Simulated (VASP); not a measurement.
# Ag (Im-3m) in VASP: a series of runs

Ag is run at these levels: PBE; tasks: single point.

Program: VASP 6.6.1. These are calculated values, not measurements. Logs are shortened: lines on timing, memory, paths and dates and some standing lists are left out, and cuts for length are marked.

## Step 1: The cell of the first run

The structure is cubic, space group Im-3m (No. 229). The conventional cell has a = 3.257 Å, b = 3.257 Å, c = 3.257 Å, α = 90.00°, β = 90.00°, γ = 90.00°. Within 3.7 Å of Ag (site symmetry m-3m) lie 14 Ag at 2.82 to 3.26 Å.

## Step 2: Single point, PBE

Contents of INCAR:

```
SYSTEM = Ag
PREC = Accurate
ENCUT = 520
EDIFF = 1E-7
ISMEAR = -1
SIGMA = 0.06122561905347299
LREAL = .FALSE.
LASPH = .TRUE.
NELM = 60
ALGO = Normal
ISIF = 2
LWAVE = .FALSE.
LCHARG = .FALSE.
GGA = PE
NBANDS = 12
```

Contents of KPOINTS:

```
regular mesh
0
G
  16 16 16
  0 0 0
```

Contents of POSCAR:

```
Ag
1.0
   -1.6286529828      1.6286529828      1.6286529828
    1.6286529828     -1.6286529828      1.6286529828
    1.6286529828      1.6286529828     -1.6286529828
Ag
1
Direct
    0.0000000000      0.0000000000      0.0000000000
```

Potentials or basis: VASP PAW PBE potentials, release 64 (Ag).

Launch:

```bash
> cat potpaw_PBE.64/Ag/POTCAR > POTCAR
> mpirun -np 1 vasp_std > vasp.out
```

OUTCAR:

```text
SYSTEM = Ag
   PREC = Accurate
   ENCUT = 520
   EDIFF = 1E-7
   ISMEAR = -1
   LREAL = .FALSE.
   LASPH = .TRUE.
   NELM = 60
   ISIF = 2
   GGA = PE

 ion  position               nearest neighbor table
   1  0.000  0.000  0.000-

  LATTYP: Found a body centered cubic cell.
 ALAT       =     3.2573059656

  Lattice vectors:

 A1 = (  -1.6286529828,   1.6286529828,   1.6286529828)
 A2 = (   1.6286529828,  -1.6286529828,   1.6286529828)
 A3 = (   1.6286529828,   1.6286529828,  -1.6286529828)

Analysis of symmetry for initial positions (statically):
=====================================================================
 Subroutine PRICEL returns:
 Original cell was already a primitive cell.

 Routine SETGRP: Setting up the symmetry group for a
 body centered cubic supercell.

 Subroutine GETGRP returns: Found 48 space group operations
 (whereof 48 operations were pure point group operations)
 out of a pool of 48 trial point group operations.

The static configuration has the point symmetry O_h .

Analysis of symmetry for dynamics (positions and initial velocities):
=====================================================================
 Subroutine PRICEL returns:
 Original cell was already a primitive cell.

 Routine SETGRP: Setting up the symmetry group for a
 body centered cubic supercell.

 Subroutine GETGRP returns: Found 48 space group operations
 (whereof 48 operations were pure point group operations)
 out of a pool of 48 trial point group operations.

The dynamic configuration has the point symmetry O_h .

 Subroutine INISYM returns: Found 48 space group operations
 (whereof 48 operations are pure point group operations),
 and found     1 'primitive' translations

----------------------------------------------------------------------------------------

                                     Primitive cell

  volume of cell :      17.2801

  direct lattice vectors                    reciprocal lattice vectors
    -1.628652983  1.628652983  1.628652983     0.000000000  0.307002170  0.307002170
     1.628652983 -1.628652983  1.628652983     0.307002170  0.000000000  0.307002170
     1.628652983  1.628652983 -1.628652983     0.307002170  0.307002170  0.000000000

  length of vectors
     2.820909714  2.820909714  2.820909714     0.434166633  0.434166633  0.434166633

[... 76 lines left out ...]
   ENCUT  =  520.0 eV  38.22 Ry    6.18 a.u.   5.25  5.25  5.25*2*pi/ulx,y,z
   NELM   =     60;   NELMIN=  2; NELMDL= -5     # of ELM steps
   EDIFF  = 0.1E-06   stopping-criterion for ELM
   LREAL  =      F    real-space projection
   EDIFFG = 0.1E-05   stopping-criterion for IOM
   NSW    =      0    number of steps for IOM
   IBRION =     -1    ionic relax: 0-MD 1-quasi-New 2-CG
   NFREE  =      0    steps in history (QN), initial steepest desc. (CG)
   ISIF   =      2    stress and relaxation
   ISYM   =      2    0-nonsym 1-usesym 2-fastsym
   POTIM  = 0.5000    time-step for ionic-motion
   TEBEG  =    0.0;   TEEND  =   0.0 temperature during run
   PSTRESS=    0.0 pullay stress
   NELECT =      11.0000    total number of electrons
   NUPDOWN=      -1.0000    fix difference up-down
   EMIN   =  10.00;   EMAX   =-10.00  energy-range for DOS
   EFERMI =   0.00;   METHOD = LEGACY
   ISMEAR =    -1;   SIGMA  =   0.06  broadening in eV -4-tet -1-fermi 0-gaus
   EFERMI_NEDOS =   21; number of points for ismear=-14 and -15
   IALGO  =     38    algorithm
   IMIX   =      4    mixing-type and parameters
     AMIX     =   0.40;   BMIX     =  1.00
     AMIX_MAG =   1.60;   BMIX_MAG =  1.00
  volume/ion in A,a.u.               =      17.28       116.61
  Fermi-wavevector in a.u.,A,eV,Ry     =   1.408285  2.661272 26.983975  1.983266
  Thomas-Fermi vector in A             =   2.530458
   LORBIT       =      0    0 simple, 1 ext, 2 COOP (PROOUT), +10 PAW based schemes
   GGA     = PE    functional components
   LHFCALC =     F    Hartree Fock is set to
   AEXX    =    0.0000 exact exchange contribution
   IVDW    =     0    specifies the selected vdW correction
   LEPSILON=     F    determine dielectric tensor
   LRPA    =     F    only Hartree local field effects (RPA)
 non-spin polarized calculation
  energy-cutoff  :      520.00
  volume of cell :       17.28
 maximum number of plane-waves:       476
 NGX is ok and might be reduce to    24
   NGX = 11   NGY = 11   NGZ = 11

 number of electron      11.0000002 magnetization

 Free energy of the ion-electron system (eV)
  ---------------------------------------------------
  ext. energy  EPLUGINS =         0.00000000
  ---------------------------------------------------
  free energy    TOTEN  =        -2.67400351 eV

  energy without entropy =       -2.66792466  energy(sigma->0) =       -2.67096409

 E-fermi :   8.2816     XC(G=0): -12.1294

 val. band max:        8.2500977028   @ k =  -0.3750   0.4375   0.1250
 cond. band min:       8.2878641995   @ k =   0.4375   0.0625   0.0000
 fundamental gap:      0.0377664967
 Fermi energy:         8.2815920019

 k-point     1 :       0.0000    0.0000    0.0000
  band No.  band energies     occupation
      1       0.5837      2.00000
      2       3.3761      2.00000
      3       3.3761      2.00000
      4       3.3761      2.00000
      5       4.6811      2.00000
      6       4.6811      2.00000
      7      26.1851      0.00000
      8      26.1851      0.00000
      9      26.1851      0.00000
     10      32.3085      0.00000
     11      32.3087      0.00000
     12      32.3118      0.00000
[... 331 lines left out ...]
 k-point    24 :       0.2500    0.1875    0.0000
  band No.  band energies     occupation
      1       2.4754      2.00000
      2       2.9512      2.00000
      3       3.7544      2.00000
      4       4.4668      2.00000
      5       4.8967      2.00000
      6       7.1080      2.00000
      7      16.9941      0.00000
      8      18.7295      0.00000
      9      23.1763      0.00000
     10      28.0520      0.00000
     11      31.1932      0.00000
     12      33.7851      0.00000

 [... further k-points ...]
[... 5 lines left out ...]
  --------------------------------------------------------------------------------------
  -------------------------------------------------------------------------------------
  Total        0.4235513      0.4235513      0.4235513      0.0000000      0.0000000      0.0000000
  in kB       39.2709050     39.2709050     39.2709050      0.0000000      0.0000000      0.0000000
  external PRESSURE =      39.2709050 kB  Pullay stress =       0.0000000 kB

 VOLUME and BASIS-vectors are now :
 -----------------------------------------------------------------------------
  energy-cutoff  :      520.00
  volume of cell :       17.28
      direct lattice vectors                 reciprocal lattice vectors
    -1.628652983  1.628652983  1.628652983     0.000000000  0.307002170  0.307002170
     1.628652983 -1.628652983  1.628652983     0.307002170  0.000000000  0.307002170
     1.628652983  1.628652983 -1.628652983     0.307002170  0.307002170  0.000000000

 POSITION                                       TOTAL-FORCE (eV/Angst)
 -----------------------------------------------------------------------------------
      0.00000      0.00000      0.00000        -0.000000     -0.000000     -0.000000
 -----------------------------------------------------------------------------------
    total drift:                               -0.000000      0.000000      0.000000

  FREE ENERGIE OF THE ION-ELECTRON SYSTEM (eV)
  ---------------------------------------------------
  free  energy   TOTEN  =        -2.6740035120 eV

  energy  without entropy=       -2.6679246626  energy(sigma->0) =       -2.67096409
```

OSZICAR:

```text
N       E                     dE             d eps       ncg     rms          rms(c)
DAV:   1     0.521811317198E+02    0.52181E+02   -0.54495E+03  3516   0.827E+02
DAV:   2    -0.212092931760E+01   -0.54302E+02   -0.51276E+02  4100   0.194E+02
DAV:   3    -0.292249038463E+01   -0.80156E+00   -0.80078E+00  3972   0.250E+01
DAV:   4    -0.292491884611E+01   -0.24285E-02   -0.24284E-02  4016   0.144E+00
DAV:   5    -0.292493802508E+01   -0.19179E-04   -0.19179E-04  3952   0.115E-01    0.504E+00
DAV:   6    -0.268430342668E+01    0.24063E+00   -0.96179E-01  3876   0.873E+00    0.333E+00
DAV:   7    -0.267687876586E+01    0.74247E-02   -0.75661E-03  3892   0.830E-01    0.189E+00
DAV:   8    -0.267398996798E+01    0.28888E-02   -0.70726E-04  3948   0.202E-01    0.776E-02
DAV:   9    -0.267399851324E+01   -0.85453E-05   -0.75363E-06  3800   0.213E-02    0.221E-02
DAV:  10    -0.267400390097E+01   -0.53877E-05   -0.38202E-06  4004   0.186E-02    0.434E-03
DAV:  11    -0.267400356650E+01    0.33447E-06   -0.75477E-08  3008   0.225E-03    0.691E-04
DAV:  12    -0.267400351198E+01    0.54514E-07   -0.57178E-09  2032   0.659E-04
   1 F= -.26740035E+01 E0= -.26709641E+01  d E =-.607885E-02
```

stdout:

```text
POSCAR found type information on POSCAR Ag
 POSCAR found :  1 types and       1 ions
 scaLAPACK will be used
 LDA part: xc-table for (Slater+PW92), standard interpolation
 POSCAR, INCAR and KPOINTS ok, starting setup
 FFT: planning ... GRIDC
 FFT: planning ... GRID_SOFT
 FFT: planning ... GRID
 WAVECAR not read
 entering main loop
```

Run time: 11 s. Hardware: 1 thread of Intel Xeon Platinum 8488C (Sapphire Rapids), shared host; peak memory 0.15 GiB.

What came out:

```
Free energy : -2.6740 eV
Pressure    : 3.9 GPa
```

Levels at points of the mesh, in eV from the Fermi level:
| k point | band 2 | band 3 | band 4 | band 5 | band 6 | band 7 | band 8 | band 9 |
| --- | --- | --- | --- | --- | --- | --- | --- | --- |
| (0.00, 0.00, 0.00) | -4.91 | -4.91 | -4.91 | -3.60 | -3.60 | 17.90 | 17.90 | 17.90 |
| (0.50, 0.00, 0.00) | -5.67 | -3.66 | -3.48 | -2.61 | -0.07 | 4.06 | 13.27 | 14.36 |
| (0.50, 0.50, 0.50) | -6.31 | -2.85 | -2.85 | -2.85 | 6.85 | 6.85 | 6.85 | 12.64 |

## Step 3: Single point, PBE

Contents of INCAR:

```
PREC = Accurate ; ENCUT = 520
EDIFF = 1E-7 ; ISMEAR = -1
SIGMA = 0.06122561905347299 ; LREAL = F
LASPH = T ; NELM = 80
ALGO = Normal ; ISIF = 2
LWAVE = F ; LCHARG = F
GGA = PE ; NBANDS = 12
```

Contents of KPOINTS:

```
Automatic mesh
0
Gamma
  16 16 16
```

POSCAR is that of step 2.

Potentials or basis: VASP PAW PBE potentials, release 64 (Ag).

Launch:

```bash
> cat potpaw_PBE.64/Ag/POTCAR > POTCAR
> mpirun -np 1 vasp_std > vasp.out
```

Run time: 11 s. Hardware: 1 thread of Intel Xeon Platinum 8488C (Sapphire Rapids), shared host; peak memory 0.15 GiB.

The run converged. Its results:

```yaml
Free_energy: -2.6740 eV
Pressure: 3.9 GPa
```

Levels at points of the mesh, in eV from the Fermi level:
```tsv
k point	band 2	band 3	band 4	band 5	band 6	band 7	band 8	band 9
(0.00, 0.00, 0.00)	-4.91	-4.91	-4.91	-3.60	-3.60	17.90	17.90	17.90
(0.50, 0.00, 0.00)	-5.67	-3.66	-3.48	-2.61	-0.07	4.06	13.27	14.36
(0.50, 0.50, 0.50)	-6.31	-2.85	-2.85	-2.85	6.85	6.85	6.85	12.64
```

## Step 4: Single point, PBE

This run uses another cell than the first one, of 17.64 Å³/atom, 1.021 times its volume.

Contents of INCAR:

```
SYSTEM = Ag
PREC     = Accurate       ! precision mode
ENCUT    = 520            ! plane-wave cutoff, eV
EDIFF    = 1E-6           ! SCF threshold, eV
ISMEAR   = -1             ! smearing method
SIGMA    = 0.06122561905347299 ! smearing width, eV
LREAL    = .False.        ! projectors in reciprocal space
LASPH    = .True.         ! aspherical terms in the spheres
NELM     = 80             ! most SCF steps
ALGO     = Normal         ! electronic algorithm
ISIF     = 2              ! what is computed and relaxed
LWAVE    = .False.        ! write WAVECAR
LCHARG   = .True.         ! write CHGCAR
GGA      = PE             ! functional
LELF     = .True.         ! ELF
LVHAR    = .True.       
NBANDS   = 12             ! bands
```

Contents of KPOINTS:

```
Automatic mesh
0
Gamma
  16 16 16
  0 0 0
```

Contents of POSCAR:

```
Ag
1.0
   -1.6398854273      1.6398854273      1.6398854273
    1.6398854273     -1.6398854273      1.6398854273
    1.6398854273      1.6398854273     -1.6398854273
Ag
1
Direct
    0.0000000000      0.0000000000      0.0000000000
```

Launch:

```bash
> cat potpaw_PBE.64/Ag/POTCAR > POTCAR
> mpirun -np 1 vasp_std > vasp.out
```

Wall time 11 s (1 thread of Intel Xeon Platinum 8488C (Sapphire Rapids), shared host); peak memory 0.16 GiB.

It converged, with:

```
Free energy : -2.6806 eV
Pressure    : 1.8 GPa
```

Levels at points of the mesh, in eV from the Fermi level:
```tsv
k point	band 2	band 3	band 4	band 5	band 6	band 7	band 8	band 9
(0.00, 0.00, 0.00)	-4.83	-4.83	-4.83	-3.57	-3.57	17.82	17.82	17.82
(0.50, 0.00, 0.00)	-5.57	-3.62	-3.46	-2.62	-0.02	3.93	13.19	14.17
(0.50, 0.50, 0.50)	-6.19	-2.85	-2.85	-2.85	6.78	6.78	6.78	12.34
```

## Step 5: Single point, PBE

This run uses another cell than the first one, of 17.64 Å³/atom, 1.021 times its volume.

Contents of INCAR:

```
  ALGO = Normal
  EDIFF = 1E-7
  ENCUT = 520
  GGA = PE
  ISIF = 2
  ISMEAR = -1
  LASPH = True
  LCHARG = True
  LELF = True
  LREAL = False
  LVHAR = True
  LWAVE = False
  NBANDS = 12
  NELM = 60
  PREC = Accurate
  SIGMA = 0.06122561905347299
```

Contents of KPOINTS:

```
k-points
0
Gamma
  16 16 16
```

POSCAR is that of step 4.

Launch:

```bash
> cat potpaw_PBE.64/Ag/POTCAR > POTCAR
> mpirun -np 1 vasp_std > vasp.out
```

Run time: 12 s. Hardware: 1 thread of Intel Xeon Platinum 8488C (Sapphire Rapids), shared host; peak memory 0.16 GiB.

Results (log left out):

```yaml
Free_energy: -2.6806 eV
Pressure: 1.8 GPa
```

Levels at points of the mesh, in eV from the Fermi level:
| k point | band 1 | band 2 | band 3 | band 4 | band 5 | band 6 | band 7 | band 8 | band 9 | band 10 |
| --- | --- | --- | --- | --- | --- | --- | --- | --- | --- | --- |
| (0.00, 0.00, 0.00) | -7.55 | -4.83 | -4.83 | -4.83 | -3.57 | -3.57 | 17.82 | 17.82 | 17.82 | 23.63 |
| (0.50, 0.00, 0.00) | -6.23 | -5.57 | -3.62 | -3.46 | -2.62 | -0.02 | 3.93 | 13.19 | 14.17 | 19.57 |
| (0.50, 0.50, 0.50) | -6.19 | -6.19 | -2.85 | -2.85 | -2.85 | 6.78 | 6.78 | 6.78 | 12.34 | 13.21 |

## Step 6: Single point, PBE

This run uses another cell than the first one, of 18.00 Å³/atom, 1.042 times its volume.

Contents of INCAR:

```
ALGO = Normal ; EDIFF = 1E-7
ENCUT = 520 ; GGA = PE
ISIF = 2 ; ISMEAR = -1
LASPH = T ; LCHARG = F
LREAL = F ; LWAVE = F
NBANDS = 12 ; NELM = 100
PREC = Accurate ; SIGMA = 0.06122561905347299
```

KPOINTS is that of step 5.

Contents of POSCAR:

```
Ag
1.0
   -1.6509660703      1.6509660703      1.6509660703
    1.6509660703     -1.6509660703      1.6509660703
    1.6509660703      1.6509660703     -1.6509660703
Ag
1
Direct
    0.0000000000      0.0000000000      0.0000000000
```

Potentials or basis: VASP PAW PBE potentials, release 64 (Ag).

Launch:

```bash
> cat potpaw_PBE.64/Ag/POTCAR > POTCAR
> mpirun -np 1 vasp_std > vasp.out
```

OUTCAR:

```text
EDIFF = 1E-7
   ENCUT = 520
   GGA = PE
   ISIF = 2
   ISMEAR = -1
   LASPH = T
   LREAL = F
   NELM = 100
   PREC = Accurate

 ion  position               nearest neighbor table
   1  0.000  0.000  0.000-

  LATTYP: Found a body centered cubic cell.
 ALAT       =     3.3019321406

  Lattice vectors:

 A1 = (  -1.6509660703,   1.6509660703,   1.6509660703)
 A2 = (   1.6509660703,  -1.6509660703,   1.6509660703)
 A3 = (   1.6509660703,   1.6509660703,  -1.6509660703)

[... 528 lines left out ...]
      3       3.3551      2.00000
      4       3.9989      2.00000
      5       4.3979      2.00000
      6       6.5654      2.00000
      7      16.1769      0.00000
      8      17.9069      0.00000
      9      22.2881      0.00000
     10      27.1700      0.00000
     11      30.1464      0.00000
     12      32.6648      0.00000

 [... further k-points ...]
[... 5 lines left out ...]
  --------------------------------------------------------------------------------------
  -------------------------------------------------------------------------------------
  Total       -0.0024755     -0.0024755     -0.0024755      0.0000000      0.0000000      0.0000000
  in kB       -0.2203472     -0.2203472     -0.2203472      0.0000000      0.0000000      0.0000000
  external PRESSURE =      -0.2203472 kB  Pullay stress =       0.0000000 kB

 VOLUME and BASIS-vectors are now :
 -----------------------------------------------------------------------------
  energy-cutoff  :      520.00
  volume of cell :       18.00
      direct lattice vectors                 reciprocal lattice vectors
    -1.650966070  1.650966070  1.650966070     0.000000000  0.302852983  0.302852983
     1.650966070 -1.650966070  1.650966070     0.302852983  0.000000000  0.302852983
     1.650966070  1.650966070 -1.650966070     0.302852983  0.302852983  0.000000000

 POSITION                                       TOTAL-FORCE (eV/Angst)
 -----------------------------------------------------------------------------------
      0.00000      0.00000      0.00000        -0.000000     -0.000000      0.000000
 -----------------------------------------------------------------------------------
    total drift:                                0.000000      0.000000      0.000000

  FREE ENERGIE OF THE ION-ELECTRON SYSTEM (eV)
  ---------------------------------------------------
  free  energy   TOTEN  =        -2.6827587320 eV

  energy  without entropy=       -2.6772325196  energy(sigma->0) =       -2.67999563
```

OSZICAR:

```text
N       E                     dE             d eps       ncg     rms          rms(c)
DAV:   1     0.515523895929E+02    0.51552E+02   -0.54486E+03  3520   0.817E+02
DAV:   2    -0.211805470103E+01   -0.53670E+02   -0.50866E+02  4080   0.192E+02
DAV:   3    -0.291654389723E+01   -0.79849E+00   -0.79762E+00  4000   0.248E+01
DAV:   4    -0.291902622533E+01   -0.24823E-02   -0.24822E-02  3960   0.142E+00
DAV:   5    -0.291904708303E+01   -0.20858E-04   -0.20858E-04  3988   0.117E-01    0.453E+00
DAV:   6    -0.269110840245E+01    0.22794E+00   -0.94697E-01  3796   0.859E+00    0.307E+00
DAV:   7    -0.268521820573E+01    0.58902E-02   -0.56186E-03  3900   0.736E-01    0.176E+00
DAV:   8    -0.268274361717E+01    0.24746E-02   -0.71642E-04  3908   0.210E-01    0.645E-02
DAV:   9    -0.268275390926E+01   -0.10292E-04   -0.91365E-06  3852   0.243E-02    0.203E-02
DAV:  10    -0.268275899835E+01   -0.50891E-05   -0.39508E-06  3928   0.191E-02    0.274E-03
DAV:  11    -0.268275878612E+01    0.21223E-06   -0.72070E-08  2920   0.224E-03    0.760E-04
DAV:  12    -0.268275873203E+01    0.54091E-07   -0.67537E-09  2024   0.707E-04
   1 F= -.26827587E+01 E0= -.26799956E+01  d E =-.552621E-02
```

Run time: 12 s. Hardware: 1 thread of Intel Xeon Platinum 8488C (Sapphire Rapids), shared host; peak memory 0.16 GiB.

Results:

```yaml
Free_energy: -2.6828 eV
Pressure: 0.0 GPa
```

## Step 7: Overview

```tsv
cell	gap on the mesh (eV)	pressure (GPa)
a = 2.821 Å, angles 109.5°, 1 atom	none	3.9
a = 2.840 Å, angles 109.5°, 1 atom	none	1.8
a = 2.860 Å, angles 109.5°, 1 atom	none	0.0
```

Alike in all rows: task single point; level PBE; potentials or basis VASP PAW PBE potentials, release 64 (Ag); no spin polarisation; k mesh 16 × 16 × 16; cutoff (eV) 520; smearing fermi-dirac 0.0612256 eV.

Total energies depend on the potentials used, so only differences within one code and one set of settings carry meaning.
